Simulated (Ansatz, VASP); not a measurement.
W16N: VASP beside Ansatz

```
W N
1.0
     6.32000    0.00000    0.00000
     0.00000    6.32000    0.00000
     0.00000    0.00000    6.32000
W N
16 1
Direct
  0.00716 0.95433 0.99950
  0.50723 0.99796 0.99938
  0.00709 0.54550 0.99951
  0.00725 0.99800 0.49940
  0.25615 0.24993 0.24830
  0.50721 0.50194 0.99938
  0.50720 0.00591 0.49943
  0.75804 0.24995 0.24859
  0.00725 0.50190 0.49941
  0.26599 0.74995 0.25808
  0.25626 0.24992 0.75029
  0.50719 0.49398 0.49943
  0.74842 0.74995 0.25821
  0.75827 0.24995 0.75046
  0.26590 0.74994 0.74071
  0.74853 0.74996 0.74059
  0.00689 0.24989 0.99945
```

Alike in both runs: functional LDA; k mesh 3 × 3 × 3; occupations fermi-dirac, width 0.15 eV; no spin polarisation.

Ansatz relaxed the structure, and its values are those at the end. VASP's run is a single point on that final structure, the one shown.

|  | VASP | Ansatz |
| --- | --- | --- |
| version | VASP 6.6.1 | Ansatz 0.2.0 |
| potentials or method | VASP PAW LDA potentials, release 64 (W_sv, N), cutoff 520 eV | scalar-relativistic, plane waves, PAW |
| valence electrons in the cell | 229 | 229 |

VASP gave:

- rms of the force components (eV/Å): 0.019

Q: Estimate Ansatz's values.

A: rms of the force components (eV/Å): 0.012.

LDA's correlation is that of Perdew and Zunger in VASP and of Perdew and Wang (1992) in Ansatz.

Neither program's run includes spin-orbit coupling.
